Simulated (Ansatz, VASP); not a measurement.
**NiO: VASP beside Ansatz**

```xyz
2
Lattice="0.0000 2.0913 2.0913 2.0913 0.0000 2.0913 2.0913 2.0913 0.0000" Properties=species:S:1:pos:R:3 pbc="T T T"
Ni    0.0000    0.0000    0.0000
O     2.0913    2.0913    2.0913
```

Alike in both runs: task single point; functional PBEsol; k mesh 10 × 10 × 10; occupations gaussian, width 0.05 eV; non-collinear spin, spin-orbit coupling; Hubbard terms Ni d U = 7.2 eV.

|  | VASP | Ansatz |
| --- | --- | --- |
| version | VASP 6.6.1 | Ansatz 0.2.0 |
| potentials or method | VASP PAW PBE potentials, release 64 (Ni, O), cutoff 520 eV | plane waves, PAW |
| valence electrons in the cell | 16 | 24 |

Ansatz gave:

```
pressure (GPa)           : 3.7
net moment per atom (μB) : 1.00
```

Q: Estimate VASP's values.

A: Pressure (GPa): -9.4; net moment per atom (μB): 1.00.

VASP's potentials were made for PBE, not for PBEsol. The programs project onto different local orbitals, so the same U acts differently, and such runs can settle in different states. VASP's potentials hold 16 valence electrons a cell and Ansatz's 24, so a difference there can come from the potentials and not from the codes. Ansatz's warnings: stress scf threshold loose.
